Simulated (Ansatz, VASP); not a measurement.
One calculation of SnGe5, two programs

```
Sn Ge
1.0
     0.00000    3.99647    3.99647
     3.99647    0.00000    3.99647
     3.99647    3.99647    0.00000
Sn Ge
1 5
Direct
  0.25000 0.25000 0.25000
  0.37599 0.87467 0.87467
  0.87467 0.37599 0.87467
  0.87467 0.87467 0.37599
  0.87467 0.87467 0.87467
  0.50000 0.50000 0.50000
```

Change from the starting cell: species swapped into the Be5Fe type (F-43m, No. 216).

Alike in both runs: functional PBE; k mesh 8 × 8 × 8; occupations gaussian, width 0.1 eV; no spin polarisation.

Ansatz relaxed the structure, and its values are those at the end. VASP's run is a single point on that final structure, the one shown.

|  | VASP | Ansatz |
| --- | --- | --- |
| version | VASP 6.6.1 | Ansatz 0.2.0 |
| potentials or method | VASP PAW PBE potentials, release 64 (Sn_d, Ge_d), cutoff 520 eV | scalar-relativistic, plane waves, PAW |
| valence electrons in the cell | 84 | 84 |

|  | VASP | Ansatz | Ansatz less VASP |
| --- | --- | --- | --- |
| gap on the k mesh at the Fermi level (eV) | none | none | - |
| pressure (GPa) | 0.0 | 0.0 | -0.01 |

A gap of «none» marks a metal or a gap that the smearing closes.
